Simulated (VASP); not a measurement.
# Re (P6_3/mmc) in VASP: a series of runs, part 2 of 2

VASP 6.6.1. Earlier steps stand in the parts before.

## 3. Single point, BLYP

This run uses another cell than the first one, of 15.52 Å³/atom.

Contents of INCAR:

```
SYSTEM = Re
AGGAC = 1.0 ; AGGAX = 1.0
ALDAC = 0.0 ; ALDAX = 1.0
ALGO = Normal ; EDIFF = 1E-6
ENCUT = 560 ; GGA = B5
GGA_COMPAT = .False. ; ISIF = 2
ISMEAR = -1 ; LASPH = .True.
LCHARG = .False. ; LREAL = .False.
LWAVE = .False. ; NBANDS = 38
NELM = 120 ; PREC = Accurate
SIGMA = 0.05
```

Contents of KPOINTS:

```
k-points
0
Gamma
  11 11 3
  0 0 0
```

Contents of POSCAR:

```
Re
1.0
    2.8106874482      0.0000000000      0.0000000000
   -1.4053437241      2.4341267323      0.0000000000
    0.0000000000      0.0000000000      9.0749529775
Re
4
Direct
    0.6666666667      0.3333333333      0.7500000000
    0.0000000000      0.0000000000      0.5000000000
    0.3333333333      0.6666666667      0.2500000000
    0.0000000000      0.0000000000      0.0000000000
```

Potentials or basis: VASP PAW PBE potentials, release 64 (Re_sv_GW).

Command:

```
$ cat potpaw_PBE.64/Re_sv_GW/POTCAR > POTCAR
$ mpirun -np 1 vasp_std > vasp.out
```

OUTCAR:

```text
SYSTEM = Re
   EDIFF = 1E-6
   ENCUT = 560
   GGA = B5
   ISIF = 2
   ISMEAR = -1
   LASPH = .True.
   LREAL = .False.
   NELM = 120
   PREC = Accurate

 ion  position               nearest neighbor table
   1  0.667  0.333  0.750-   2 2.79   4 2.79   2 2.79   4 2.79   2 2.79   4 2.79
   2  0.000  0.000  0.500-   1 2.79   3 2.79   1 2.79   3 2.79   1 2.79   3 2.79
   3  0.333  0.667  0.250-   2 2.79   4 2.79   2 2.79   4 2.79   2 2.79   4 2.79
   4  0.000  0.000  0.000-   1 2.79   3 2.79   1 2.79   3 2.79   1 2.79   3 2.79

  LATTYP: Found a hexagonal cell.
 ALAT       =     2.8106874482
 C/A-ratio  =     3.2287307446

  Lattice vectors:

 A1 = (   2.8106874482,   0.0000000000,   0.0000000000)
 A2 = (  -1.4053437241,   2.4341267323,   0.0000000000)
 A3 = (   0.0000000000,   0.0000000000,   9.0749529775)

Analysis of symmetry for initial positions (statically):
=====================================================================
 Subroutine PRICEL returns:
 Original cell was already a primitive cell.

 Routine SETGRP: Setting up the symmetry group for a
 hexagonal supercell.

 Subroutine GETGRP returns: Found 24 space group operations
 (whereof 12 operations were pure point group operations)
 out of a pool of 24 trial point group operations.

The static configuration has the point symmetry D_3d.
 The point group associated with its full space group is D_6h.

Analysis of symmetry for dynamics (positions and initial velocities):
=====================================================================
 Subroutine PRICEL returns:
 Original cell was already a primitive cell.

 Routine SETGRP: Setting up the symmetry group for a
 hexagonal supercell.

 Subroutine GETGRP returns: Found 24 space group operations
 (whereof 12 operations were pure point group operations)
 out of a pool of 24 trial point group operations.

The dynamic configuration has the point symmetry D_3d.
[... 116 lines left out ...]
   NUPDOWN=      -1.0000    fix difference up-down
   EMIN   =  10.00;   EMAX   =-10.00  energy-range for DOS
   EFERMI =   0.00;   METHOD = LEGACY
   ISMEAR =    -1;   SIGMA  =   0.05  broadening in eV -4-tet -1-fermi 0-gaus
   EFERMI_NEDOS =   21; number of points for ismear=-14 and -15
   IALGO  =     38    algorithm
   IMIX   =      4    mixing-type and parameters
     AMIX     =   0.40;   BMIX     =  1.00
     AMIX_MAG =   1.60;   BMIX_MAG =  1.00
  volume/ion in A,a.u.               =      15.52       104.75
  Fermi-wavevector in a.u.,A,eV,Ry     =   1.618547  3.058610 35.643088  2.619693
  Thomas-Fermi vector in A             =   2.712792
   LORBIT       =      0    0 simple, 1 ext, 2 COOP (PROOUT), +10 PAW based schemes
   GGA     = B5    functional components
   LHFCALC =     F    Hartree Fock is set to
   AEXX    =    0.0000 exact exchange contribution
   IVDW    =     0    specifies the selected vdW correction
   LEPSILON=     F    determine dielectric tensor
   LRPA    =     F    only Hartree local field effects (RPA)
 non-spin polarized calculation
  energy-cutoff  :      560.00
  volume of cell :       62.09
 maximum number of plane-waves:      1907
 NGX is ok and might be reduce to    24
   NGX = 11   NGY = 11   NGZ = 35

 number of electron      59.9999992 magnetization

 Free energy of the ion-electron system (eV)
  ---------------------------------------------------
  ext. energy  EPLUGINS =         0.00000000
  ---------------------------------------------------
  free energy    TOTEN  =       -49.72849806 eV

  energy without entropy =      -49.70282428  energy(sigma->0) =      -49.71566117

 E-fermi :  12.8188     XC(G=0): -13.2334

 val. band max:       12.8141807966   @ k =   0.3636   0.0909   0.3333
 cond. band min:      12.8400615035   @ k =   0.2727   0.0000   0.0000
 fundamental gap:      0.0258807070
 Fermi energy:        12.8187714581

 k-point     1 :       0.0000    0.0000    0.0000
  band No.  band energies     occupation
      1     -66.7591      2.00000
      2     -66.7262      2.00000
      3     -66.6850      2.00000
      4     -66.6517      2.00000
      5     -29.3598      2.00000
      6     -28.8946      2.00000
[... 973 lines left out ...]
     37      15.5640      0.00000
     38      16.2019      0.00000

 [... further k-points ...]
[... 5 lines left out ...]
  --------------------------------------------------------------------------------------
  -------------------------------------------------------------------------------------
  Total        0.0153107      0.0153107     -0.0387004     -0.0000000      0.0000000      0.0000000
  in kB        0.3950976      0.3950976     -0.9986802     -0.0000000      0.0000000      0.0000000
  external PRESSURE =      -0.0694950 kB  Pullay stress =       0.0000000 kB

 VOLUME and BASIS-vectors are now :
 -----------------------------------------------------------------------------
  energy-cutoff  :      560.00
  volume of cell :       62.09
      direct lattice vectors                 reciprocal lattice vectors
     2.810687448  0.000000000  0.000000000     0.355784846  0.205412476  0.000000000
    -1.405343724  2.434126732  0.000000000     0.000000000  0.410824953  0.000000000
     0.000000000  0.000000000  9.074952978     0.000000000  0.000000000  0.110193408

 POSITION                                       TOTAL-FORCE (eV/Angst)
 -----------------------------------------------------------------------------------
      1.40534      0.81138      6.80621        -0.000000      0.000000      0.000000
      0.00000      0.00000      4.53748         0.000000      0.000000      0.000000
     -0.00000      1.62275      2.26874         0.000000     -0.000000     -0.000000
      0.00000      0.00000      0.00000         0.000000      0.000000      0.000000
 -----------------------------------------------------------------------------------
    total drift:                               -0.000000      0.000000     -0.000000

  FREE ENERGIE OF THE ION-ELECTRON SYSTEM (eV)
  ---------------------------------------------------
  free  energy   TOTEN  =       -49.7284980594 eV

  energy  without entropy=      -49.7028242830  energy(sigma->0) =      -49.71566117
```

stdout:

```text
POSCAR found type information on POSCAR Re
 POSCAR found :  1 types and       4 ions
 scaLAPACK will be used
 -----------------------------------------------------------------------------
|                                                                             |
|                                                                             |
|     You enforced a specific xc type in the INCAR file but a different       |
|     I HOPE YOU KNOW WHAT YOU ARE DOING!                                     |
|                                                                             |
 -----------------------------------------------------------------------------

 LDA part: xc-table for (Slater(with rela. corr.)+VWN5), standard interpolation
 POSCAR, INCAR and KPOINTS ok, starting setup
 FFT: planning ... GRIDC
 FFT: planning ... GRID_SOFT
 FFT: planning ... GRID
 WAVECAR not read
 entering main loop
```

It took 60 s on 1 thread of Intel Xeon 6975P-C (Granite Rapids), shared host; peak memory 0.22 GiB.

What came out:

- Free energy: -49.7285 eV
- Pressure: 0.0 GPa
- Band gap on the k mesh: zero (bands 30 and 31 overlap by 2.35 eV)

Stress tensor (GPa, compression positive):
```
 0.04  0.00  0.00
 0.00  0.04  0.00
 0.00  0.00 -0.10
```

Levels at points of the mesh, in eV from the Fermi level:
```csv
k point,band 28,band 29,band 30,band 31,band 32,band 33
"(0.00, 0.00, 0.00)",-1.16,-1.16,-1.07,-1.07,0.54,0.54
```

Caveat: the PAW data sets were made with another functional, which shifts forces and pressure a little; spin-orbit coupling is left out, which moves the levels of the heavy elements.

## 4. Single point, r2SCAN, non-collinear spin, zero start, spin-orbit coupling

Contents of POSCAR:

```
Re
1.0
    2.7663873939      0.0000000000      0.0000000000
   -1.3831936969      2.3957617598      0.0000000000
    0.0000000000      0.0000000000      8.9388451600
Re
4
Direct
    0.6666666667      0.3333333333      0.7500000000
    0.0000000000      0.0000000000      0.5000000000
    0.3333333333      0.6666666667      0.2500000000
    0.0000000000      0.0000000000      0.0000000000
```

Contents of INCAR.step1:

```
PREC = Accurate
ENCUT = 610
ISMEAR = -1
SIGMA = 0.05
LREAL = F
LASPH = T
NELM = 200
MAGMOM = 0 0 0 0 0 0 0 0 0 0 0 0
LSORBIT = T
GGA_COMPAT = F
LMAXMIX = 4
NBANDS = 74
GGA = PE
ALGO = Normal
EDIFF = 1E-5
LWAVE = T
LCHARG = F
```

Contents of INCAR.step2:

```
PREC = Accurate
ENCUT = 610
EDIFF = 1E-6
ISMEAR = -1
SIGMA = 0.05
LREAL = F
LASPH = T
NELM = 200
ALGO = Normal
ISIF = 2
LWAVE = F
LCHARG = T
MAGMOM = 0 0 0 0 0 0 0 0 0 0 0 0
LORBIT = 11
LSORBIT = T
GGA_COMPAT = F
LORBMOM = T
LMAXMIX = 4
METAGGA = R2SCAN
LMIXTAU = T
LVHAR = T
NBANDS = 74
ISTART = 1
```

Contents of KPOINTS:

```
Automatic mesh
0
Gamma
  8 8 3
```

Command:

```
$ cat potpaw_PBE.64/Re_sv_GW/POTCAR > POTCAR
$ cp INCAR.step1 INCAR
$ mpirun -np 1 vasp_ncl > vasp.out
$ cp INCAR.step2 INCAR
$ mpirun -np 1 vasp_ncl > vasp.out
```

Run time: 13 min. Hardware: 1 thread of AMD EPYC 9R45 (Zen 5), shared host; peak memory 0.46 GiB.

The run converged. Its results:

```yaml
Free_energy: -223.3853 eV
Pressure: -2.9 GPa
Net_moment: 0.00 μB per cell
Valence_electrons_inside_the_program's_atomic_spheres: Re 13.26, 13.28 (each value once)
```

Stress tensor (GPa, compression positive):
```
-2.64  0.00  0.00
 0.00 -2.64  0.00
 0.00  0.00 -3.29
```

Moments on the atoms (μB; x, y, z):
```
Re  0.00 0.00 0.00
Re  0.00 0.00 0.00
Re  0.00 0.00 0.00
Re  0.00 0.00 0.00
```

Caveat: the PAW data sets were made with another functional, which shifts forces and pressure a little.

## 5. Relaxation of cell and atoms, LDA

Contents of INCAR:

```
PREC = Accurate
ENCUT = 560
EDIFF = 1E-7
ISMEAR = -1
SIGMA = 0.05
LREAL = F
LASPH = T
NELM = 120
ALGO = Normal
ISIF = 3
LWAVE = F
LCHARG = F
IBRION = 2
NSW = 60
EDIFFG = -0.01
GGA_COMPAT = F
NELMIN = 4
```

Contents of KPOINTS:

```
regular mesh
0
Gamma
  8 8 3
```

POSCAR is that of step 4.

Potentials or basis: VASP PAW LDA potentials, release 64 (Re_sv_GW).

Command:

```
$ cat potpaw_LDA.64/Re_sv_GW/POTCAR > POTCAR
$ mpirun -np 1 vasp_std > vasp.out
```

It took 6.9 min on 1 thread of Intel Xeon 6975P-C (Granite Rapids), shared host; peak memory 0.19 GiB.

Results (log left out):

- Free energy: -61.5107 eV
- Relaxed volume: 14.34 Å³/atom
- Relaxed cell: a = 2.741 Å, b = 2.741 Å, c = 8.818 Å, α = 90.00°, β = 90.00°, γ = 120.00°
- Space group after relaxing (to 0.1 Å): P6_3/mmc (No. 194)
- Energy gained by relaxing: 18.9 meV/atom
- Ionic steps: 9
- Pressure after relaxing: 0.0 GPa
- Band gap on the k mesh: zero (bands 30 and 31 overlap by 2.76 eV)

Step by step:
| step | energy change (eV) | largest force (eV/Å) | pressure (GPa) | volume (Å³) |
| --- | --- | --- | --- | --- |
| 1 | 0.0000 | 0.0000 | -12.34 | 59.24 |
| 2 | 1.4716 | 0.0000 | 75.66 | 49.99 |
| 3 | -0.0748 | 0.0000 | -0.85 | 57.48 |
| 4 | -0.0751 | 0.0000 | -0.03 | 57.38 |
| 5 | -0.0751 | 0.0000 | 0.19 | 57.34 |
| 6 | -0.0751 | 0.0000 | 0.09 | 57.35 |
| 7 | -0.0756 | 0.0000 | 0.12 | 57.34 |
| 8 | -0.0756 | 0.0000 | -0.39 | 57.41 |
| 9 | -0.0756 | 0.0000 | 0.01 | 57.36 |

Final structure:
```yaml
crystal:
  lattice:
    - [2.74081, 0.00000, 0.00000]
    - [-1.37041, 2.37361, 0.00000]
    - [0.00000, 0.00000, 8.81764]
  atoms:
    - { symbol: Re, position: [0.66667, 0.33333, 0.75000] }
    - { symbol: Re, position: [0.00000, 0.00000, 0.50000] }
    - { symbol: Re, position: [0.33333, 0.66667, 0.25000] }
    - { symbol: Re, position: [0.00000, 0.00000, 0.00000] }
```

Levels at points of the mesh, in eV from the Fermi level:
```
           k point  band 26  band 27  band 28  band 29  band 30  band 31  band 32  band 33  band 34  band 35
(0.00, 0.00, 0.00)    -2.09    -1.72    -1.35    -1.35    -1.26    -1.26     0.55     0.55     0.71     1.47
(0.50, 0.00, 0.00)    -2.14    -0.84     0.22     0.24     1.29     2.28     3.97     4.00     4.16     4.26
```

Caveat: spin-orbit coupling is left out, which moves the levels of the heavy elements.

## 6. Summary

```tsv
task	level	potentials or basis	spin	cell	k mesh	cutoff (eV)	gap on the mesh (eV)	pressure (GPa)	relaxed volume (Å³/atom)
relaxation of cell and atoms	BLYP	VASP PAW PBE potentials, release 64 (Re_sv_GW)	off	relaxed from a = 2.766, b = 2.766, c = 8.939 Å, angles 90.0, 90.0, 120.0°, 4 atoms	11 × 11 × 3	560	none	0.0	15.51
single point	BLYP	VASP PAW PBE potentials, release 64 (Re_sv_GW)	off	a = 2.811, b = 2.811, c = 9.075 Å, angles 90.0, 90.0, 120.0°, 4 atoms	11 × 11 × 3	560	none	0.0	-
single point	r2SCAN	VASP PAW PBE potentials, release 64 (Re_sv_GW)	non-collinear, zero start, SOC	a = 2.766, b = 2.766, c = 8.939 Å, angles 90.0, 90.0, 120.0°, 4 atoms	8 × 8 × 3	610	-	-2.9	-
relaxation of cell and atoms	LDA	VASP PAW LDA potentials, release 64 (Re_sv_GW)	off	relaxed from a = 2.766, b = 2.766, c = 8.939 Å, angles 90.0, 90.0, 120.0°, 4 atoms	8 × 8 × 3	560	none	0.0	14.34
```

Alike in all rows: smearing fermi-dirac 0.05 eV.

Caveats: the PAW data sets were made with another functional, which shifts forces and pressure a little (at least some runs); spin-orbit coupling is left out, which moves the levels of the heavy elements (at least some runs).

Total energies depend on the potentials used, so only differences within one code and one set of settings carry meaning.

The gap in the log of VASP goes by the Fermi energy; the results here count the filled bands.